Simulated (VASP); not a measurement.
Input of a VASP 6.6.1 run:

The input INCAR:

```
PREC = Accurate
ENCUT = 520
EDIFF = 1E-6
ISMEAR = 0
SIGMA = 0.03
LREAL = F
LASPH = T
NELM = 120
ALGO = Normal
ISIF = 2
LWAVE = F
LCHARG = T
LDIPOL = T
IDIPOL = 3
DIPOL = 0.5 0.5 0.500
GGA = PE
IVDW = 12
LELF = T
LVHAR = T
LVACPOTAV = T
NBANDS = 56
GGA_COMPAT = F
NELMDL = -8
```

The input KPOINTS:

```
regular mesh
0
Gamma
  8 6 1
```

Contents of POSCAR:

```
SiC
1.0
    3.0710398109      0.0000000000      0.0000000000
    0.0000000000      5.0353087809      0.0000000000
    0.0000000000      0.0000000000     25.5249742722
Si C
10 10
Direct
    0.5000000000     -0.0230791888      0.2838542537
    0.0000000000      0.5095330793      0.3062002181
    1.0000000000     -0.0050344817      0.3791365998
    0.5000000000      0.4998902470      0.4129651432
    0.5000000000     -0.0024834961      0.4826814332
    1.0000000000      0.4975166006      0.5173186568
    1.0000000000     -0.0001093519      0.5870349153
    0.5000000000      0.4949662805      0.6208634557
    0.5000000000      0.0095343496      0.6937998081
    1.0000000000      0.4769223138      0.7161456646
    0.5000000000      0.6346055677      0.2770023629
    0.0000000000      0.1352136840      0.3076581693
    1.0000000000      0.6213018864      0.3785808071
    0.5000000000      0.1230585988      0.4128862450
    0.5000000000      0.6219900431      0.4829175644
    1.0000000000      0.1219901483      0.5170824436
    1.0000000000      0.6230590282      0.5871137434
    0.5000000000      0.1213026106      0.6214191305
    0.5000000000      0.6352151084      0.6923417417
    1.0000000000      0.1346069721      0.7229976435
```

Potentials or basis: VASP PAW PBE potentials, release 64 (Si, C).

Launch:

```bash
$ cat potpaw_PBE.64/Si/POTCAR potpaw_PBE.64/C/POTCAR > POTCAR
$ mpirun -np 1 vasp_std > vasp.out
```

Task: What does it give for the largest force?

Result: 0.019 eV/Å.

Task: Estimate the band gap on the k mesh.

Result: 1.55 eV (least direct gap 1.81 eV).

Task: Estimate the dispersion energy per atom.

Result: -0.263 eV.

Forces in eV/Å, atoms in the order of the input:
```
Si   0.000  0.012  0.009
Si   0.000 -0.005  0.000
Si   0.000  0.000  0.002
Si   0.000 -0.002 -0.001
Si   0.000 -0.001 -0.003
Si   0.000 -0.001  0.003
Si   0.000 -0.002  0.001
Si   0.000  0.000 -0.002
Si   0.000 -0.005  0.000
Si   0.000  0.012 -0.009
C    0.000 -0.019  0.000
C    0.000  0.013 -0.006
C    0.000 -0.002 -0.004
C    0.000  0.004  0.003
C    0.000 -0.001 -0.001
C    0.000 -0.001  0.001
C    0.000  0.004 -0.003
C    0.000 -0.002  0.004
C    0.000  0.013  0.006
C    0.000 -0.019  0.000
```
